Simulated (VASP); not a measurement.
# B2O (P-3m1) in VASP: further runs

The runs below take B2O through single point, with PBE+D3(BJ).

Program: VASP 6.6.1. These are calculated values, not measurements. Logs are shortened: lines on timing, memory, paths and dates and some standing lists are left out, and cuts for length are marked.

## 1. The cell of the first run

It takes space group P-3m1 (No. 164, trigonal). The conventional cell has a = 2.443 Å, b = 2.443 Å, c = 9.668 Å, α = 90.00°, β = 90.00°, γ = 120.00°. B (site symmetry 3m) has 3 O at 1.52 Å and 1 B at 1.74 Å within 2.0 Å. Within 2.0 Å of B (site symmetry 3m) lie 3 B at 1.52 Å. Within 2.0 Å of O (site symmetry 3m) lie 3 B at 1.52 Å.

## 2. Single point, PBE+D3(BJ) (8.33 Å³/atom)

File INCAR:

```
SYSTEM = B2O
PREC = Accurate ; ENCUT = 520
EDIFF = 1E-6 ; ISMEAR = 0
SIGMA = 0.15 ; LREAL = .FALSE.
LASPH = .TRUE. ; NELM = 80
ALGO = Fast ; ISIF = 2
LWAVE = .FALSE. ; LCHARG = .TRUE.
GGA = PE ; IVDW = 12
LELF = .TRUE. ; LVHAR = .TRUE.
NBANDS = 21
```

File KPOINTS:

```
Automatic mesh
0
G
  21 21 6
  0 0 0
```

File POSCAR:

```
B2O
1.0
    2.4428048344      0.0000000000      0.0000000000
   -1.2214024172      2.1155310431      0.0000000000
    0.0000000000      0.0000000000      9.6678886932
B O
4 2
Direct
    0.0000000000      0.0000000000      0.4099026039
    0.0000000000      0.0000000000      0.5900973961
    0.6666666667      0.3333333333      0.0293462865
    0.3333333333      0.6666666667      0.9706537135
    0.6666666667      0.3333333333      0.3525784977
    0.3333333333      0.6666666667      0.6474215023
```

Potentials or basis: VASP PAW PBE potentials, release 64 (B, O).

On the command line:

```sh
$ cat potpaw_PBE.64/B/POTCAR potpaw_PBE.64/O/POTCAR > POTCAR
$ mpirun -np 1 vasp_std > vasp.out
```

OUTCAR:

```text
SYSTEM = B2O
   PREC = Accurate
   ENCUT = 520
   EDIFF = 1E-6
   ISMEAR = 0
   LREAL = .FALSE.
   LASPH = .TRUE.
   NELM = 80
   ISIF = 2
   GGA = PE
   IVDW = 12
 IVDW          = 12

 ion  position               nearest neighbor table
   1  0.000  0.000  0.410-   5 1.52   5 1.52   5 1.52   2 1.74
   2  0.000  0.000  0.590-   6 1.52   6 1.52   6 1.52   1 1.74
   3  0.667  0.333  0.029-   4 1.52   4 1.52   4 1.52
   4  0.333  0.667  0.971-   3 1.52   3 1.52   3 1.52
   5  0.667  0.333  0.353-   1 1.52   1 1.52   1 1.52
   6  0.333  0.667  0.647-   2 1.52   2 1.52   2 1.52

  LATTYP: Found a hexagonal cell.
 ALAT       =     2.4428048344
 C/A-ratio  =     3.9577000000

  Lattice vectors:

 A1 = (   2.4428048344,   0.0000000000,   0.0000000000)
 A2 = (  -1.2214024172,   2.1155310431,   0.0000000000)
 A3 = (   0.0000000000,   0.0000000000,   9.6678886932)

Analysis of symmetry for initial positions (statically):
=====================================================================
 Subroutine PRICEL returns:
 Original cell was already a primitive cell.

 Routine SETGRP: Setting up the symmetry group for a
 hexagonal supercell.

 Subroutine GETGRP returns: Found 12 space group operations
 (whereof 12 operations were pure point group operations)
 out of a pool of 24 trial point group operations.

The static configuration has the point symmetry D_3d.

Analysis of symmetry for dynamics (positions and initial velocities):
=====================================================================
 Subroutine PRICEL returns:
 Original cell was already a primitive cell.

 Routine SETGRP: Setting up the symmetry group for a
 hexagonal supercell.

 Subroutine GETGRP returns: Found 12 space group operations
 (whereof 12 operations were pure point group operations)
 out of a pool of 24 trial point group operations.

The dynamic configuration has the point symmetry D_3d.

 Subroutine INISYM returns: Found 12 space group operations
 (whereof 12 operations are pure point group operations),
 and found     1 'primitive' translations

----------------------------------------------------------------------------------------

                                     Primitive cell

  volume of cell :      49.9620

  direct lattice vectors                    reciprocal lattice vectors
     2.442804834  0.000000000  0.000000000     0.409365491  0.236347276  0.000000000
    -1.221402417  2.115531043  0.000000000     0.000000000  0.472694553  0.000000000
     0.000000000  0.000000000  9.667888693     0.000000000  0.000000000  0.103435200

  length of vectors
     2.442804834  2.442804834  9.667888693     0.472694553  0.472694553  0.103435200

  position of ions in fractional coordinates (direct lattice)
     0.000000000  0.000000000  0.409902604
     0.000000000  0.000000000  0.590097396
     0.666666667  0.333333333  0.029346287
     0.333333333  0.666666667  0.970653713
     0.666666667  0.333333333  0.352578498
     0.333333333  0.666666667  0.647421502

  ion indices of the primitive-cell ions
   primitive index   ion index
                 1           1
                 2           2
                 3           3
                 4           4
                 5           5
                 6           6

----------------------------------------------------------------------------------------

 KPOINTS: Automatic mesh

Automatic generation of k-mesh.
 Grid dimensions read from file:
 generate k-points for:   21   21    6

 Generating k-lattice:

  Cartesian coordinates                     Fractional coordinates (reciprocal lattice)
     0.019493595  0.011254632  0.000000000     0.047619048  0.000000000  0.000000000
     0.000000000  0.022509264  0.000000000     0.000000000  0.047619048  0.000000000
     0.000000000  0.000000000  0.017239200     0.000000000  0.000000000  0.166666667

  Length of vectors
     0.022509264  0.022509264  0.017239200

  Shift w.r.t. Gamma in fractional coordinates (k-lattice)
     0.000000000  0.000000000  0.000000000

 Subroutine IBZKPT returns following result:
 ===========================================

 Found    266 irreducible k-points:

 Following reciprocal coordinates:
            Coordinates               Weight
  0.000000  0.000000  0.000000      1.000000
  0.047619  0.000000  0.000000      6.000000
  0.095238 -0.000000  0.000000      6.000000
  0.142857  0.000000  0.000000      6.000000
  0.190476 -0.000000  0.000000      6.000000
  0.238095 -0.000000  0.000000      6.000000
[... 16 lines left out ...]
  0.142857  0.095238  0.000000     12.000000
  0.190476  0.095238  0.000000     12.000000
 [... further k-points ...]
   k-points           NKPTS =    266   k-points in BZ     NKDIM =    266   number of bands    NBANDS=     21
   number of dos      NEDOS =    301   number of ions     NIONS =      6
   total plane-waves  NPLWV =  23328
   dimension x,y,z NGX =    18 NGY =   18 NGZ =   72
   dimension x,y,z NGXF=    36 NGYF=   36 NGZF=  144
   ions per type =               4   2
   NGX,Y,Z   is equivalent  to a cutoff of  12.25, 12.25, 12.38 a.u.
   NGXF,Y,Z  is equivalent  to a cutoff of  24.50, 24.50, 24.76 a.u.
 SYSTEM =  B2O
   PREC   = accura    normal or accurate (medium, high low for compatibility)
   ISTART =      0    job   : 0-new  1-cont  2-samecut
   ICHARG =      2    charge: 1-file 2-atom 10-const
   ISPIN  =      1    spin polarized calculation?
   LNONCOLLINEAR =      F non collinear calculations
   LSORBIT =      F    spin-orbit coupling
   LASPH  =      T    aspherical Exc in radial PAW
   ENCUT  =  520.0 eV  38.22 Ry    6.18 a.u.   4.54  4.54 17.98*2*pi/ulx,y,z
   NELM   =     80;   NELMIN=  2; NELMDL= -5     # of ELM steps
   EDIFF  = 0.1E-05   stopping-criterion for ELM
   LREAL  =      F    real-space projection
   EDIFFG = 0.1E-04   stopping-criterion for IOM
   NSW    =      0    number of steps for IOM
   IBRION =     -1    ionic relax: 0-MD 1-quasi-New 2-CG
   NFREE  =      0    steps in history (QN), initial steepest desc. (CG)
   ISIF   =      2    stress and relaxation
   ISYM   =      2    0-nonsym 1-usesym 2-fastsym
   POTIM  = 0.5000    time-step for ionic-motion
   TEBEG  =    0.0;   TEEND  =   0.0 temperature during run
   PSTRESS=    0.0 pullay stress
   NELECT =      24.0000    total number of electrons
   NUPDOWN=      -1.0000    fix difference up-down
   EMIN   =  10.00;   EMAX   =-10.00  energy-range for DOS
   EFERMI =   0.00;   METHOD = LEGACY
   ISMEAR =     0;   SIGMA  =   0.15  broadening in eV -4-tet -1-fermi 0-gaus
   EFERMI_NEDOS =   21; number of points for ismear=-14 and -15
   IALGO  =     68    algorithm
   IMIX   =      4    mixing-type and parameters
     AMIX     =   0.40;   BMIX     =  1.00
     AMIX_MAG =   1.60;   BMIX_MAG =  1.00
  volume/ion in A,a.u.               =       8.33        56.19
  Fermi-wavevector in a.u.,A,eV,Ry     =   1.282130  2.422874 22.366028  1.643857
  Thomas-Fermi vector in A             =   2.414459
   LORBIT       =      0    0 simple, 1 ext, 2 COOP (PROOUT), +10 PAW based schemes
   GGA     = PE    functional components
   LHFCALC =     F    Hartree Fock is set to
   AEXX    =    0.0000 exact exchange contribution
   IVDW    =    12    specifies the selected vdW correction
   LEPSILON=     F    determine dielectric tensor
   LRPA    =     F    only Hartree local field effects (RPA)
 non-spin polarized calculation
 RMM-DIIS sequential band-by-band and
 Gauss-broadening in eV      SIGMA  =   0.15
  energy-cutoff  :      520.00
  volume of cell :       49.96
 maximum number of plane-waves:      1374
   NGX =  9   NGY =  9   NGZ = 35

 number of electron      24.0000010 magnetization

 Free energy of the ion-electron system (eV)
  ---------------------------------------------------
  ext. energy  EPLUGINS =         0.00000000
  ---------------------------------------------------
  free energy    TOTEN  =       -39.13805774 eV

  energy without entropy =      -39.12495532  energy(sigma->0) =      -39.13150653

 E-fermi :   5.3220     XC(G=0): -10.5485

 val. band max:        5.2911730374   @ k =   0.2857   0.0952   0.1667
 cond. band min:       5.3772869886   @ k =  -0.0476   0.4286   0.3333
 fundamental gap:      0.0861139512
 Fermi energy:         5.3219959131

 k-point     1 :       0.0000    0.0000    0.0000
  band No.  band energies     occupation
      1     -20.2814      2.00000
      2     -19.7296      2.00000
      3      -8.5178      2.00000
      4      -6.8540      2.00000
      5      -2.6009      2.00000
      6      -0.8478      2.00000
[... 13 lines left out ...]
     20      17.7022      0.00000
     21      17.7022      0.00000

 k-point     2 :       0.0476    0.0000    0.0000
  band No.  band energies     occupation
      1     -20.2398      2.00000
      2     -19.6904      2.00000
      3      -8.4637      2.00000
      4      -6.7991      2.00000
      5      -2.5743      2.00000
      6      -1.0673      2.00000
[... 13 lines left out ...]
     20      17.7494      0.00000
     21      17.9471      0.00000

 k-point     3 :       0.0952   -0.0000    0.0000
  band No.  band energies     occupation
      1     -20.1164      2.00000
      2     -19.5742      2.00000
      3      -8.3016      2.00000
      4      -6.6360      2.00000
      5      -2.5139      2.00000
      6      -1.6531      2.00000
[... 13 lines left out ...]
     20      17.8903      0.00000
     21      18.6044      0.00000

 k-point     4 :       0.1429    0.0000    0.0000
  band No.  band energies     occupation
      1     -19.9148      2.00000
      2     -19.3853      2.00000
      3      -8.0316      2.00000
      4      -6.3705      2.00000
      5      -2.6441      2.00000
      6      -2.4499      2.00000
[... 13 lines left out ...]
     20      14.9408      0.00000
     21      17.9514      0.00000

 k-point     5 :       0.1905   -0.0000    0.0000
  band No.  band energies     occupation
      1     -19.6418      2.00000
      2     -19.1313      2.00000
      3      -7.6543      2.00000
      4      -6.0186      2.00000
      5      -3.5158      2.00000
      6      -3.2697      2.00000
[... 13 lines left out ...]
     20      15.1590      0.00000
     21      18.2573      0.00000

 k-point     6 :       0.2381   -0.0000    0.0000
  band No.  band energies     occupation
      1     -19.3083      2.00000
      2     -18.8243      2.00000
      3      -7.1706      2.00000
      4      -5.6490      2.00000
      5      -4.5426      2.00000
      6      -4.1346      2.00000
[... 13 lines left out ...]
     20      15.4023      0.00000
     21      18.1809      0.00000

 k-point     7 :       0.2857   -0.0000    0.0000
  band No.  band energies     occupation
      1     -18.9310      2.00000
      2     -18.4828      2.00000
      3      -6.5818      2.00000
      4      -5.7324      2.00000
      5      -5.5186      2.00000
      6      -4.5016      2.00000
[... 13 lines left out ...]
     20      15.7720      0.00000
     21      18.3713      0.00000
[... 291 lines left out ...]
      1     -17.7167      2.00000
      2     -17.4756      2.00000
      3      -8.0722      2.00000
      4      -7.7927      2.00000
      5      -3.7054      2.00000
      6      -3.2899      2.00000
[... 13 lines left out ...]
     20      16.0314      0.00000
     21      18.2845      0.00000

 k-point    21 :       0.4762    0.0476    0.0000
  band No.  band energies     occupation
      1     -17.6218      2.00000
      2     -17.4111      2.00000
      3      -8.2270      2.00000
      4      -7.9445      2.00000
      5      -3.3316      2.00000
      6      -2.9405      2.00000
[... 13 lines left out ...]
     20      15.8755      0.00000
     21      18.2925      0.00000

 k-point    22 :       0.0952    0.0952    0.0000
  band No.  band energies     occupation
      1     -19.7962      2.00000
      2     -19.2747      2.00000
      3      -7.8698      2.00000
      4      -6.2151      2.00000
      5      -2.8906      2.00000
      6      -2.7850      2.00000
[... 13 lines left out ...]
     20      15.0836      0.00000
     21      18.4193      0.00000

 k-point    23 :       0.1429    0.0952    0.0000
  band No.  band energies     occupation
      1     -19.5277      2.00000
      2     -19.0256      2.00000
      3      -7.4928      2.00000
      4      -5.8743      2.00000
      5      -3.6849      2.00000
      6      -3.5525      2.00000
[... 13 lines left out ...]
     20      15.3167      0.00000
     21      18.9017      0.00000

 k-point    24 :       0.1905    0.0952    0.0000
  band No.  band energies     occupation
      1     -19.2001      2.00000
      2     -18.7253      2.00000
      3      -7.0093      2.00000
      4      -5.5443      2.00000
      5      -4.6128      2.00000
      6      -4.2779      2.00000
[... 13 lines left out ...]
     20      15.5084      0.00000
     21      19.0431      0.00000

 [... further k-points ...]

------------------------ aborting loop because EDIFF is reached ----------------------------------------

 Edisp (eV)   -0.86594

 E8    (eV) :    -0.2641

  FORCE on cell =-STRESS in cart. coord.  units (eV):
  Direction    XX          YY          ZZ          XY          YZ          ZX
  --------------------------------------------------------------------------------------
  -------------------------------------------------------------------------------------
  Total       8.83135     8.83135     2.04729     0.00000     0.00000     0.00000
  in kB     283.20289   283.20289    65.65244     0.00000     0.00000     0.00000
  external pressure =      210.69 kB  Pullay stress =        0.00 kB

 VOLUME and BASIS-vectors are now :
 -----------------------------------------------------------------------------
  energy-cutoff  :      520.00
  volume of cell :       49.96
      direct lattice vectors                 reciprocal lattice vectors
     2.442804834  0.000000000  0.000000000     0.409365491  0.236347276  0.000000000
    -1.221402417  2.115531043  0.000000000     0.000000000  0.472694553  0.000000000
     0.000000000  0.000000000  9.667888693     0.000000000  0.000000000  0.103435200

 POSITION                                       TOTAL-FORCE (eV/Angst)
 -----------------------------------------------------------------------------------
      0.00000      0.00000      3.96289         0.000000      0.000000      0.288642
      0.00000      0.00000      5.70500        -0.000000      0.000000     -0.288642
      1.22140      0.70518      0.28372         0.000000      0.000000      1.673334
     -0.00000      1.41035      9.38417        -0.000000     -0.000000     -1.673334
      1.22140      0.70518      3.40869         0.000000     -0.000000     -0.602579
     -0.00000      1.41035      6.25920        -0.000000      0.000000      0.602579
 -----------------------------------------------------------------------------------
    total drift:                               -0.000000      0.000000     -0.000000

  FREE ENERGIE OF THE ION-ELECTRON SYSTEM (eV)
  ---------------------------------------------------
  free  energy   TOTEN  =       -40.0039948106 eV

  energy  without entropy=      -39.9908923916  energy(sigma->0) =      -39.99744360
```

Run time: 6.7 min. Hardware: 1 thread of Oxide Virtual Turin-like, shared host; peak memory 0.29 GiB.

What came out:

```yaml
Free_energy: -40.0040 eV
Pressure: 21.1 GPa
Largest_force: 1.673 eV/Å
Band_gap_on_the_k_mesh: zero (bands 12 and 13 overlap by 4.01 eV)
Dispersion_energy_per_atom: -0.144 eV
```

Forces in eV/Å, atoms in the order of the input:
```
B    0.000  0.000  0.289
B    0.000  0.000 -0.289
B    0.000  0.000  1.673
B    0.000  0.000 -1.673
O    0.000  0.000 -0.603
O    0.000  0.000  0.603
```

Stress tensor (GPa, compression positive):
```
28.32  0.00  0.00
 0.00 28.32  0.00
 0.00  0.00  6.57
```

Caveat: the stress differs along the axes, from 7 to 28 GPa; forces of over 1 eV/Å act on the atoms, so gaps and moduli don't describe the material at rest.

## 3. Single point, PBE+D3(BJ) (8.33 Å³/atom)

File INCAR:

```
PREC = Accurate
ENCUT = 520
EDIFF = 1E-7
ISMEAR = 0
SIGMA = 0.15
LREAL = False
LASPH = True
NELM = 100
ALGO = Fast
ISIF = 2
LWAVE = False
LCHARG = False
GGA = PE
IVDW = 12
NBANDS = 21
```

File KPOINTS:

```
regular mesh
0
Gamma
  21 21 6
```

POSCAR: that of step 2 with these lines changed.

```diff
@@ -2,5 +2,5 @@
 1.0
-    2.4428048344      0.0000000000      0.0000000000
-   -1.2214024172      2.1155310431      0.0000000000
-    0.0000000000      0.0000000000      9.6678886932
+    2.3782146261      0.0000000000      0.0000000000
+   -1.1891073130      2.0595942818      0.0000000000
+    0.0000000000      0.0000000000     10.2001625312
 B O
```

Potentials or basis: VASP PAW PBE potentials, release 64 (B, O).

On the command line:

```sh
$ cat potpaw_PBE.64/B/POTCAR potpaw_PBE.64/O/POTCAR > POTCAR
$ mpirun -np 1 vasp_std > vasp.out
```

It took 7.9 min on 1 thread of Oxide Virtual Turin-like, shared host; peak memory 0.3 GiB.

It converged, with:

```yaml
Free_energy: -39.4441 eV
Pressure: 29.9 GPa
Largest_force: 2.754 eV/Å
Band_gap_on_the_k_mesh: zero (bands 12 and 13 overlap by 3.29 eV)
Dispersion_energy_per_atom: -0.143 eV
```

Forces in eV/Å, atoms in the order of the input:
```
B    0.000  0.000  0.941
B    0.000  0.000 -0.941
B    0.000  0.000  2.754
B    0.000  0.000 -2.754
O    0.000  0.000 -0.118
O    0.000  0.000  0.118
```

Stress tensor (GPa, compression positive):
```
45.13  0.00  0.00
 0.00 45.13  0.00
 0.00  0.00 -0.47
```

Levels at points of the mesh, in eV from the Fermi level:
```csv
k point,band 8,band 9,band 10,band 11,band 12,band 13,band 14,band 15,band 16,band 17
"(0.00, 0.00, 0.00)",-6.11,-6.11,-6.00,-3.35,2.17,4.54,4.54,5.87,7.17,7.24
"(0.00, 0.00, 0.50)",-6.17,-6.11,-6.11,-3.10,1.86,4.54,4.54,6.52,6.74,7.24
```

Caveat: the stress differs along the axes, from -0 to 45 GPa; forces of over 1 eV/Å act on the atoms, so gaps and moduli don't describe the material at rest.

## 4. Single point, PBE+D3(BJ) (8.33 Å³/atom)

File INCAR:

```
SYSTEM = B2O
  ALGO = Fast
  EDIFF = 1E-6
  ENCUT = 520
  GGA = PE
  ISIF = 2
  ISMEAR = 0
  IVDW = 12
  LASPH = .TRUE.
  LCHARG = .TRUE.
  LELF = .TRUE.
  LREAL = .FALSE.
  LVHAR = .TRUE.
  LWAVE = .FALSE.
  NBANDS = 21
  NELM = 100
  PREC = Accurate
  SIGMA = 0.15
```

File KPOINTS:

```
k-points
0
G
  21 21 6
  0 0 0
```

POSCAR: that of step 3 with these lines changed.

```diff
@@ -2,5 +2,5 @@
 1.0
-    2.3782146261      0.0000000000      0.0000000000
-   -1.1891073130      2.0595942818      0.0000000000
-    0.0000000000      0.0000000000     10.2001625312
+    2.5091471888      0.0000000000      0.0000000000
+   -1.2545735944      2.1729852073      0.0000000000
+    0.0000000000      0.0000000000      9.1634055335
 B O
```

On the command line:

```sh
$ cat potpaw_PBE.64/B/POTCAR potpaw_PBE.64/O/POTCAR > POTCAR
$ mpirun -np 1 vasp_std > vasp.out
```

Run time: 7.6 min. Hardware: 1 thread of Oxide Virtual Turin-like, shared host; peak memory 0.31 GiB.

Results (log left out):

- Free energy: -40.1764 eV
- Pressure: 14.4 GPa
- Largest force: 0.975 eV/Å
- Band gap on the k mesh: zero (bands 12 and 13 overlap by 4.59 eV)
- Dispersion energy per atom: -0.145 eV

Forces on the atoms (eV/Å):
```
B    0.000  0.000 -0.854
B    0.000  0.000  0.854
B    0.000  0.000  0.654
B    0.000  0.000 -0.654
O    0.000  0.000 -0.975
O    0.000  0.000  0.975
```

Stress tensor (GPa, compression positive):
```
14.05  0.00  0.00
 0.00 14.05  0.00
 0.00  0.00 15.16
```

Levels at points of the mesh, in eV from the Fermi level:
```
           k point  band 8  band 9  band 10  band 11  band 12  band 13  band 14  band 15  band 16  band 17
(0.00, 0.00, 0.00)   -6.10   -6.10    -4.53    -2.08     3.78     3.78     3.88     4.83     5.72     5.94
(0.00, 0.00, 0.50)   -6.10   -6.10    -5.13    -1.59     3.49     3.78     3.78     5.33     5.38     5.94
```

Caveat: the cell stands under pressure.

[end of part 1 of 2]

The gap in the log of VASP goes by the Fermi energy; the results here count the filled bands.